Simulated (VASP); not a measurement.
# SnSe (Pm-3m) in VASP: a series of runs

The runs below take SnSe through single point, with PBE+D3(BJ).

All numbers are computed with VASP 6.6.1; they aren't measurements. Logs are shortened: lines on timing, memory, paths and dates and some standing lists are left out, and cuts for length are marked.

## 1. The cell of the first run

The structure is cubic, space group Pm-3m (No. 221). Conventional cell: a = 3.242 Å, b = 3.242 Å, c = 3.242 Å, α = 90.00°, β = 90.00°, γ = 90.00°. Within 3.7 Å of Se (site symmetry m-3m) lie 8 Sn at 2.81 Å and 6 Se at 3.24 Å. Sn (site symmetry m-3m) has 8 Se at 2.81 Å and 6 Sn at 3.24 Å within 3.7 Å.

## 2. Single point, PBE+D3(BJ) (volume scaled by 0.720)

Contents of INCAR:

```
SYSTEM = SnSe
ALGO = Normal ; EDIFF = 1E-7
ENCUT = 520 ; GGA = PE
ISIF = 2 ; ISMEAR = 0
IVDW = 12 ; LASPH = .TRUE.
LCHARG = .FALSE. ; LREAL = .FALSE.
LWAVE = .FALSE. ; NBANDS = 17
NELM = 80 ; PREC = Accurate
SIGMA = 0.05
```

Contents of KPOINTS:

```
k-points
0
G
  10 10 10
  0 0 0
```

Contents of POSCAR:

```
SnSe
1.0
    3.2417864246      0.0000000000      0.0000000000
    0.0000000000      3.2417864246      0.0000000000
    0.0000000000      0.0000000000      3.2417864246
Se Sn
1 1
Direct
    0.0000000000      0.0000000000      0.0000000000
    0.5000000000      0.5000000000      0.5000000000
```

Potentials or basis: VASP PAW PBE potentials, release 64 (Se, Sn_d).

Command:

```
cat potpaw_PBE.64/Se/POTCAR potpaw_PBE.64/Sn_d/POTCAR > POTCAR
mpirun -np 1 vasp_std > vasp.out
```

OUTCAR:

```text
SYSTEM = SnSe
   EDIFF = 1E-7
   ENCUT = 520
   GGA = PE
   ISIF = 2
   ISMEAR = 0
   IVDW = 12
   LASPH = .TRUE.
   LREAL = .FALSE.
   NELM = 80
   PREC = Accurate
 IVDW          = 12

 ion  position               nearest neighbor table
   1  0.000  0.000  0.000-   2 2.81   2 2.81   2 2.81   2 2.81   2 2.81   2 2.81   2 2.81   2 2.81

   2  0.500  0.500  0.500-   1 2.81   1 2.81   1 2.81   1 2.81   1 2.81   1 2.81   1 2.81   1 2.81

  LATTYP: Found a simple cubic cell.
 ALAT       =     3.2417864246

  Lattice vectors:

 A1 = (   3.2417864246,   0.0000000000,   0.0000000000)
 A2 = (   0.0000000000,   3.2417864246,   0.0000000000)
 A3 = (   0.0000000000,   0.0000000000,   3.2417864246)

Analysis of symmetry for initial positions (statically):
=====================================================================
 Subroutine PRICEL returns:
 Original cell was already a primitive cell.

 Routine SETGRP: Setting up the symmetry group for a
 simple cubic supercell.

 Subroutine GETGRP returns: Found 48 space group operations
 (whereof 48 operations were pure point group operations)
 out of a pool of 48 trial point group operations.

The static configuration has the point symmetry O_h .

Analysis of symmetry for dynamics (positions and initial velocities):
=====================================================================
 Subroutine PRICEL returns:
 Original cell was already a primitive cell.

 Routine SETGRP: Setting up the symmetry group for a
 simple cubic supercell.

 Subroutine GETGRP returns: Found 48 space group operations
 (whereof 48 operations were pure point group operations)
 out of a pool of 48 trial point group operations.

The dynamic configuration has the point symmetry O_h .

 Subroutine INISYM returns: Found 48 space group operations
 (whereof 48 operations are pure point group operations),
 and found     1 'primitive' translations

----------------------------------------------------------------------------------------

                                     Primitive cell

  volume of cell :      34.0685

  direct lattice vectors                    reciprocal lattice vectors
     3.241786425  0.000000000  0.000000000     0.308471895  0.000000000  0.000000000
     0.000000000  3.241786425  0.000000000     0.000000000  0.308471895  0.000000000
     0.000000000  0.000000000  3.241786425     0.000000000  0.000000000  0.308471895

  length of vectors
     3.241786425  3.241786425  3.241786425     0.308471895  0.308471895  0.308471895

  position of ions in fractional coordinates (direct lattice)
     0.000000000  0.000000000  0.000000000
     0.500000000  0.500000000  0.500000000

  ion indices of the primitive-cell ions
   primitive index   ion index
                 1           1
                 2           2

----------------------------------------------------------------------------------------

 KPOINTS: k-points

Automatic generation of k-mesh.
 Grid dimensions read from file:
 generate k-points for:   10   10   10

 Generating k-lattice:

  Cartesian coordinates                     Fractional coordinates (reciprocal lattice)
     0.030847189  0.000000000  0.000000000     0.100000000  0.000000000  0.000000000
     0.000000000  0.030847189  0.000000000     0.000000000  0.100000000  0.000000000
     0.000000000  0.000000000  0.030847189     0.000000000  0.000000000  0.100000000

  Length of vectors
     0.030847189  0.030847189  0.030847189

  Shift w.r.t. Gamma in fractional coordinates (k-lattice)
     0.000000000  0.000000000  0.000000000

 Subroutine IBZKPT returns following result:
 ===========================================

 Found     56 irreducible k-points:

 Following reciprocal coordinates:
            Coordinates               Weight
  0.000000  0.000000  0.000000      1.000000
  0.100000  0.000000  0.000000      6.000000
  0.200000  0.000000  0.000000      6.000000
  0.300000  0.000000  0.000000      6.000000
  0.400000  0.000000  0.000000      6.000000
  0.500000  0.000000  0.000000      3.000000
[... 16 lines left out ...]
  0.200000  0.100000  0.100000     24.000000
  0.300000  0.100000  0.100000     24.000000
 [... further k-points ...]
   k-points           NKPTS =     56   k-points in BZ     NKDIM =     56   number of bands    NBANDS=     17
   number of dos      NEDOS =    301   number of ions     NIONS =      2
   total plane-waves  NPLWV =  13824
   dimension x,y,z NGX =    24 NGY =   24 NGZ =   24
   dimension x,y,z NGXF=    48 NGYF=   48 NGZF=   48
   ions per type =               1   1
   NGX,Y,Z   is equivalent  to a cutoff of  12.31, 12.31, 12.31 a.u.
   NGXF,Y,Z  is equivalent  to a cutoff of  24.62, 24.62, 24.62 a.u.
 SYSTEM =  SnSe
   PREC   = accura    normal or accurate (medium, high low for compatibility)
   ISTART =      0    job   : 0-new  1-cont  2-samecut
   ICHARG =      2    charge: 1-file 2-atom 10-const
   ISPIN  =      1    spin polarized calculation?
   LNONCOLLINEAR =      F non collinear calculations
   LSORBIT =      F    spin-orbit coupling
   LASPH  =      T    aspherical Exc in radial PAW
   ENCUT  =  520.0 eV  38.22 Ry    6.18 a.u.   6.03  6.03  6.03*2*pi/ulx,y,z
   NELM   =     80;   NELMIN=  2; NELMDL= -5     # of ELM steps
   EDIFF  = 0.1E-06   stopping-criterion for ELM
   LREAL  =      F    real-space projection
   EDIFFG = 0.1E-05   stopping-criterion for IOM
   NSW    =      0    number of steps for IOM
   IBRION =     -1    ionic relax: 0-MD 1-quasi-New 2-CG
   NFREE  =      0    steps in history (QN), initial steepest desc. (CG)
   ISIF   =      2    stress and relaxation
   ISYM   =      2    0-nonsym 1-usesym 2-fastsym
   POTIM  = 0.5000    time-step for ionic-motion
   TEBEG  =    0.0;   TEEND  =   0.0 temperature during run
   PSTRESS=    0.0 pullay stress
   NELECT =      20.0000    total number of electrons
   NUPDOWN=      -1.0000    fix difference up-down
   EMIN   =  10.00;   EMAX   =-10.00  energy-range for DOS
   EFERMI =   0.00;   METHOD = LEGACY
   ISMEAR =     0;   SIGMA  =   0.05  broadening in eV -4-tet -1-fermi 0-gaus
   EFERMI_NEDOS =   21; number of points for ismear=-14 and -15
   IALGO  =     38    algorithm
   IMIX   =      4    mixing-type and parameters
     AMIX     =   0.40;   BMIX     =  1.00
     AMIX_MAG =   1.60;   BMIX_MAG =  1.00
  volume/ion in A,a.u.               =      17.03       114.95
  Fermi-wavevector in a.u.,A,eV,Ry     =   1.370778  2.590395 25.565783  1.879032
  Thomas-Fermi vector in A             =   2.496534
   LORBIT       =      0    0 simple, 1 ext, 2 COOP (PROOUT), +10 PAW based schemes
   GGA     = PE    functional components
   LHFCALC =     F    Hartree Fock is set to
   AEXX    =    0.0000 exact exchange contribution
   IVDW    =    12    specifies the selected vdW correction
   LEPSILON=     F    determine dielectric tensor
   LRPA    =     F    only Hartree local field effects (RPA)
 non-spin polarized calculation
 Gauss-broadening in eV      SIGMA  =   0.05
  energy-cutoff  :      520.00
  volume of cell :       34.07
 maximum number of plane-waves:       934
   NGX = 13   NGY = 13   NGZ = 13

 number of electron      20.0000009 magnetization

 Free energy of the ion-electron system (eV)
  ---------------------------------------------------
  ext. energy  EPLUGINS =         0.00000000
  ---------------------------------------------------
  free energy    TOTEN  =        -6.19035015 eV

  energy without entropy =       -6.18977329  energy(sigma->0) =       -6.19006172

 E-fermi :  11.8697     XC(G=0): -12.0648

 val. band max:       11.8250128660   @ k =   0.5000   0.3000   0.2000
 cond. band min:      11.9338161358   @ k =   0.2000   0.2000   0.0000
 fundamental gap:      0.1088032698
 Fermi energy:        11.8697120001

 k-point     1 :       0.0000    0.0000    0.0000
  band No.  band energies     occupation
      1     -10.4015      2.00000
      2     -10.4015      2.00000
      3     -10.1575      2.00000
      4     -10.1575      2.00000
      5     -10.1575      2.00000
      6      -5.6012      2.00000
[... 9 lines left out ...]
     16      25.7053      0.00000
     17      25.7053      0.00000

 k-point     2 :       0.1000    0.0000    0.0000
  band No.  band energies     occupation
      1     -10.4000      2.00000
      2     -10.3821      2.00000
      3     -10.1657      2.00000
      4     -10.1657      2.00000
      5     -10.1568      2.00000
      6      -5.4761      2.00000
[... 9 lines left out ...]
     16      24.9823      0.00000
     17      25.1571      0.00000

 k-point     3 :       0.2000    0.0000    0.0000
  band No.  band energies     occupation
      1     -10.3960      2.00000
      2     -10.3315      2.00000
      3     -10.1873      2.00000
      4     -10.1873      2.00000
      5     -10.1549      2.00000
      6      -5.1101      2.00000
[... 9 lines left out ...]
     16      23.0048      0.00000
     17      25.3105      0.00000

 k-point     4 :       0.3000    0.0000    0.0000
  band No.  band energies     occupation
      1     -10.3912      2.00000
      2     -10.2692      2.00000
      3     -10.2138      2.00000
      4     -10.2138      2.00000
      5     -10.1526      2.00000
      6      -4.5434      2.00000
[... 9 lines left out ...]
     16      21.6182      0.00000
     17      25.8923      0.00000

 k-point     5 :       0.4000    0.0000    0.0000
  band No.  band energies     occupation
      1     -10.3872      2.00000
      2     -10.2350      2.00000
      3     -10.2350      2.00000
      4     -10.2189      2.00000
      5     -10.1508      2.00000
      6      -3.9071      2.00000
[... 9 lines left out ...]
     16      24.8330      0.00000
     17      25.9437      0.00000

 k-point     6 :       0.5000    0.0000    0.0000
  band No.  band energies     occupation
      1     -10.3857      2.00000
      2     -10.2431      2.00000
      3     -10.2431      2.00000
      4     -10.1998      2.00000
      5     -10.1501      2.00000
      6      -3.5750      2.00000
[... 9 lines left out ...]
     16      25.9729      0.00000
     17      28.2603      0.00000

 k-point     7 :       0.1000    0.1000    0.0000
  band No.  band energies     occupation
      1     -10.3896      2.00000
      2     -10.3714      2.00000
      3     -10.1751      2.00000
      4     -10.1661      2.00000
      5     -10.1638      2.00000
      6      -5.3502      2.00000
[... 9 lines left out ...]
     16      24.0148      0.00000
     17      24.1810      0.00000

 k-point     8 :       0.2000    0.1000    0.0000
  band No.  band energies     occupation
      1     -10.3824      2.00000
      2     -10.3236      2.00000
      3     -10.1993      2.00000
      4     -10.1863      2.00000
      5     -10.1626      2.00000
      6      -4.9821      2.00000
[... 9 lines left out ...]
     16      23.3913      0.00000
     17      23.6214      0.00000
[... 203 lines left out ...]
      1     -10.3930      2.00000
      2     -10.2970      2.00000
      3     -10.2195      2.00000
      4     -10.2172      2.00000
      5     -10.0933      2.00000
      6      -2.2801      2.00000
[... 9 lines left out ...]
     16      22.4465      0.00000
     17      23.8436      0.00000

 k-point    20 :       0.5000    0.4000    0.0000
  band No.  band energies     occupation
      1     -10.4086      2.00000
      2     -10.2921      2.00000
      3     -10.2254      2.00000
      4     -10.2166      2.00000
      5     -10.0752      2.00000
      6      -2.0032      2.00000
[... 9 lines left out ...]
     16      21.5088      0.00000
     17      23.6176      0.00000

 k-point    21 :       0.5000    0.5000    0.0000
  band No.  band energies     occupation
      1     -10.4249      2.00000
      2     -10.2868      2.00000
      3     -10.2235      2.00000
      4     -10.2235      2.00000
      5     -10.0573      2.00000
      6      -1.7490      2.00000
[... 9 lines left out ...]
     16      20.5367      0.00000
     17      23.2979      0.00000

 k-point    22 :       0.1000    0.1000    0.1000
  band No.  band energies     occupation
      1     -10.3699      2.00000
      2     -10.3699      2.00000
      3     -10.1776      2.00000
      4     -10.1723      2.00000
      5     -10.1723      2.00000
      6      -5.2236      2.00000
[... 9 lines left out ...]
     16      24.2822      0.00000
     17      24.2822      0.00000

 k-point    23 :       0.2000    0.1000    0.1000
  band No.  band energies     occupation
      1     -10.3662      2.00000
      2     -10.3184      2.00000
      3     -10.2016      2.00000
      4     -10.1947      2.00000
      5     -10.1710      2.00000
      6      -4.8545      2.00000
[... 9 lines left out ...]
     16      23.5814      0.00000
     17      24.0947      0.00000

 k-point    24 :       0.3000    0.1000    0.1000
  band No.  band energies     occupation
      1     -10.3614      2.00000
      2     -10.2549      2.00000
      3     -10.2318      2.00000
      4     -10.2223      2.00000
      5     -10.1680      2.00000
      6      -4.2856      2.00000
[... 9 lines left out ...]
     16      22.7860      0.00000
     17      23.1840      0.00000

 [... further k-points ...]

------------------------ aborting loop because EDIFF is reached ----------------------------------------

 Edisp (eV)   -1.12947

 E8    (eV) :    -0.5035

  FORCE on cell =-STRESS in cart. coord.  units (eV):
  Direction    XX          YY          ZZ          XY          YZ          ZX
  --------------------------------------------------------------------------------------
  -------------------------------------------------------------------------------------
  Total       8.06424     8.06424     8.06424    -0.00000     0.00000    -0.00000
  in kB     379.24604   379.24604   379.24604    -0.00000     0.00000    -0.00000
  external pressure =      379.25 kB  Pullay stress =        0.00 kB

 VOLUME and BASIS-vectors are now :
 -----------------------------------------------------------------------------
  energy-cutoff  :      520.00
  volume of cell :       34.07
      direct lattice vectors                 reciprocal lattice vectors
     3.241786425  0.000000000  0.000000000     0.308471895  0.000000000  0.000000000
     0.000000000  3.241786425  0.000000000     0.000000000  0.308471895  0.000000000
     0.000000000  0.000000000  3.241786425     0.000000000  0.000000000  0.308471895

 POSITION                                       TOTAL-FORCE (eV/Angst)
 -----------------------------------------------------------------------------------
      0.00000      0.00000      0.00000         0.000000      0.000000      0.000000
      1.62089      1.62089      1.62089         0.000000      0.000000      0.000000
 -----------------------------------------------------------------------------------
    total drift:                                0.000000      0.000000     -0.000000

  FREE ENERGIE OF THE ION-ELECTRON SYSTEM (eV)
  ---------------------------------------------------
  free  energy   TOTEN  =        -7.3198192813 eV

  energy  without entropy=       -7.3192424144  energy(sigma->0) =       -7.31953085
```

It took 23 s on 1 thread of AMD EPYC 7R43 (Zen 3), shared host; peak memory 0.13 GiB.

Results:

- Free energy: -7.3198 eV
- Pressure: 37.9 GPa
- Band gap on the k mesh: zero (band 10 reaches 12.74 eV, above the bottom of band 11 at 8.88 eV)
- Dispersion energy per atom: -0.565 eV

Levels at points of the mesh, in eV from the Fermi level:
```tsv
k point	band 8	band 9	band 10	band 11	band 12	band 13
(0.00, 0.00, 0.00)	-3.52	-3.52	-3.52	3.05	3.05	8.92
(0.50, 0.00, 0.00)	-1.38	-1.38	0.18	1.79	3.11	3.11
(0.50, 0.50, 0.00)	-8.26	-7.16	-0.80	5.07	5.07	6.40
(0.50, 0.50, 0.50)	-5.26	-5.26	-3.81	-2.99	-2.99	-2.99
```

Caveat: spin-orbit coupling is left out, which moves the levels of the heavy elements; pairwise dispersion overbinds metals, which lowers pressure and volume.

(Part 1 of 3 ends here.)
